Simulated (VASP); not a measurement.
Write the native input for VASP 6.6.1 that does the following.

- Task: single point
- Functional: LDA
- Potentials or basis: VASP PAW LDA potentials, release 64 (B, As)
- Cutoff: 520 eV
- k mesh: 6 × 6 × 6
- Occupations: gaussian, width 0.01 eV
- Spin: no spin polarisation
- Dipole correction: no
- Further INCAR settings: ALGO = Normal; EDIFF = 1e-06; NBANDS = 11

The structure of BAs lies in POSCAR:

```
BAs
1.0
    0.0000000000      2.3661621483      2.3661621483
    2.3661621483      0.0000000000      2.3661621483
    2.3661621483      2.3661621483      0.0000000000
B As
1 1
Direct
    0.0000000000      0.0000000000      0.0000000000
    0.2500000000      0.2500000000      0.2500000000
```

The input as run:

INCAR

```
SYSTEM = BAs
  ALGO = Normal
  EDIFF = 1E-6
  ENCUT = 520
  ISIF = 2
  ISMEAR = 0
  LASPH = .TRUE.
  LCHARG = .FALSE.
  LREAL = .FALSE.
  LWAVE = .FALSE.
  NBANDS = 11
  NELM = 80
  PREC = Accurate
  SIGMA = 0.01
```

KPOINTS

```
k-points
0
G
  6 6 6
  0 0 0
```

Potentials or basis: VASP PAW LDA potentials, release 64 (B, As).

Run with:

```console
$ cat potpaw_LDA.64/B/POTCAR potpaw_LDA.64/As/POTCAR > POTCAR
$ mpirun -np 1 vasp_std > vasp.out
```

Results of the run:

```yaml
Pressure: 1.0 GPa
Band_gap_on_the_k_mesh: 1.20 eV, indirect (least direct gap 3.28 eV)
```

Wall time 14 s on 1 thread of Intel Xeon 8259CL (shared host), peak memory 0.14 GiB.
